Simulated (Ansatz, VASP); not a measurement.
# One calculation of C, two programs

INCAR

```
ALGO = Normal
EDIFF = 1E-6
EDIFFG = -0.04
ENCUT = 600
GGA = PE
IBRION = 2
ISIF = 3
ISMEAR = 0
LASPH = T
LCHARG = F
LREAL = F
LWAVE = F
NELM = 80
NSW = 90
PREC = Accurate
SIGMA = 0.1
```

File KPOINTS:

```
k-points
0
Gamma
  3 3 8
```

POSCAR

```
C
1.0
    5.8515511100      0.0000000000      0.0000000000
   -2.9257755500      5.0675919100      0.0000000000
    0.0000000000      0.0000000000      2.2163287200
C
12
Direct
    0.8502730400      0.5388260200      0.7830020200
    0.6885529800      0.5388260200      0.2169979800
    0.3114470200      0.8502730400      0.2169979800
    0.6885529800      0.1497269600      0.7830020200
    0.1497269600      0.6885529800      0.7830020200
    0.5388260200      0.6885529800      0.2169979800
    0.4611739800      0.1497269600      0.2169979800
    0.3114470200      0.4611739800      0.7830020200
    0.1497269600      0.4611739800      0.2169979800
    0.5388260200      0.8502730400      0.7830020200
    0.8502730400      0.3114470200      0.2169979800
    0.4611739800      0.3114470200      0.7830020200
```

Input for Ansatz:

```yaml
crystal:
  lattice:
    - [5.85155111, 0.0, 0.0]
    - [-2.92577555, 5.06759191, 0.0]
    - [0.0, 0.0, 2.21632872]
  atoms:
    - { symbol: C, position: [0.85027304, 0.53882602, 0.78300202] }
    - { symbol: C, position: [0.68855298, 0.53882602, 0.21699798] }
    - { symbol: C, position: [0.31144702, 0.85027304, 0.21699798] }
    - { symbol: C, position: [0.68855298, 0.14972696, 0.78300202] }
    - { symbol: C, position: [0.14972696, 0.68855298, 0.78300202] }
    - { symbol: C, position: [0.53882602, 0.68855298, 0.21699798] }
    - { symbol: C, position: [0.46117398, 0.14972696, 0.21699798] }
    - { symbol: C, position: [0.31144702, 0.46117398, 0.78300202] }
    - { symbol: C, position: [0.14972696, 0.46117398, 0.21699798] }
    - { symbol: C, position: [0.53882602, 0.85027304, 0.78300202] }
    - { symbol: C, position: [0.85027304, 0.31144702, 0.21699798] }
    - { symbol: C, position: [0.46117398, 0.31144702, 0.78300202] }
basis:
  ecutwfc: 420
kpoints:
  mp_grid: { grid: [3, 3, 8] }
hamiltonian:
  xc: pbe
scf:
  occupations: { method: gaussian, width: 0.1 }
  lower_state_search: "off"
output:
  forces: true
  stress: true
  eigenvalues: true
relax:
  adjacent_minimum: "off"
  f_tol: 0.04
  max_steps: 70
  cell: { stress_tol: 0.4 }
```

Alike in both runs: task relaxation of cell and atoms; functional PBE; k mesh 3 × 3 × 8; occupations gaussian, width 0.1 eV; no spin polarisation.

|  | VASP | Ansatz |
| --- | --- | --- |
| version | VASP 6.6.1 | Ansatz 0.2.0 |
| potentials or method | VASP PAW PBE potentials, release 64 (C), cutoff 600 eV | scalar-relativistic, plane waves, PAW |
| valence electrons in the cell | 48 | 48 |

Ansatz gave:

| Quantity | Value |
| --- | --- |
| gap on the k mesh at the Fermi level, each at its own relaxed structure (eV) | 0.56 |
| relaxed volume (Å³/atom) | 10.69 |
| relaxed cell length with the largest relative difference (Å) | 7.757 |

Q: What did VASP give for the same quantities?

A: gap on the k mesh at the Fermi level, each at its own relaxed structure (eV): 0.23; relaxed volume (Å³/atom): 9.25; relaxed cell length with the largest relative difference (Å): 7.213.

One of these differences is far larger than is usual between the two programs; its cause wasn't traced.

Noted on VASP's run: the volume moved by over 15 % at a fixed basis, so the end points are rough.
